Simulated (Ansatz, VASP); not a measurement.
## One calculation of CaO, two programs

```
Ca O
1.0
     0.00000    2.39000    2.39000
     2.39000    0.00000    2.39000
     2.39000    2.39000    0.00000
Ca O
1 1
Direct
  0.00000 0.00000 0.00000
  0.50000 0.50000 0.50000
```

Alike in both runs: task single point; functional PBE; dispersion D3(BJ); k mesh 6 × 6 × 6; occupations gaussian, width 0.1 eV; no spin polarisation.

|  | VASP | Ansatz |
| --- | --- | --- |
| version | VASP 6.6.1 | Ansatz 0.2.0 |
| potentials or method | VASP PAW PBE potentials, release 64 (Ca_sv, O), cutoff 600 eV | scalar-relativistic, plane waves, PAW |
| valence electrons in the cell | 16 | 16 |

|  | VASP | Ansatz | Ansatz less VASP |
| --- | --- | --- | --- |
| gap on the k mesh at the Fermi level (eV) | 3.63 | 3.65 | +0.019 |
| least direct gap on the mesh (eV) | 4.00 | 4.02 | +0.018 |
| pressure (GPa) | 0.7 | 0.2 | -0.51 |
